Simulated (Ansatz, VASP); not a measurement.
# One calculation of BaS, two programs

```
Ba S
1.0
     0.00000    3.19375    3.16181
     3.19375    0.00000    3.16181
     3.19375    3.19375    0.00000
Ba S
1 1
Direct
  0.00000 0.00000 0.00000
  0.50000 0.50000 0.50000
```

Change from the starting cell: zz strain of -1 %, crystal datasets.

Alike in both runs: task electric field gradients; functional LDA; k mesh 7 × 7 × 7; occupations fermi-dirac, width 0.01 eV; no spin polarisation.

```csv
,VASP,Ansatz
version,VASP 6.6.1,Ansatz 0.2.0
potentials or method,"VASP PAW LDA potentials, release 64 (Ba_sv, S), cutoff 520 eV","all-electron PAW with datasets made for the crystal, scalar-relativistic"
```

|  | VASP | Ansatz | Ansatz less VASP |
| --- | --- | --- | --- |
| gap on the k mesh at the Fermi level (eV) | 1.92 | 2.02 | +0.107 |
| pressure (GPa) | -1.4 | -2.1 | -0.66 |
| traceless stress, the component that is largest in VASP (GPa) | 0.58 | 0.52 | -0.057 |
| size of Vzz on the site where it differs most (V/Å²) | 14.1 | 13.3 | -0.79 |

LDA's correlation is that of Perdew and Zunger in VASP and of Perdew and Wang (1992) in Ansatz. Ansatz ran all-electron here, and VASP with PAW potentials.

Spin-orbit coupling is off throughout.
